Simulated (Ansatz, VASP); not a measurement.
## Hf in VASP and in Ansatz

```xyz
1
Lattice="0.0000 2.2126 2.2126 2.2126 0.0000 2.2126 2.2126 2.2126 0.0000" Properties=species:S:1:pos:R:3 pbc="T T T"
Hf    0.0000    0.0000    0.0000
```

Change from the starting cell: volume scaled by 0.99.

Alike in both runs: task single point; functional PBE; k mesh 13 × 13 × 13; occupations fermi-dirac, width 0.03 eV; no spin polarisation.

|  | VASP | Ansatz |
| --- | --- | --- |
| version | VASP 6.6.1 | Ansatz 0.2.0 |
| potentials or method | VASP PAW PBE potentials, release 64 (Hf_pv), cutoff 520 eV | all-electron LAPW, scalar-relativistic |

```csv
,VASP,Ansatz,Ansatz less VASP
pressure (GPa),4.0,4.5,+0.46
```

Ansatz ran all-electron here, and VASP with PAW potentials.

Neither program's run includes spin-orbit coupling.
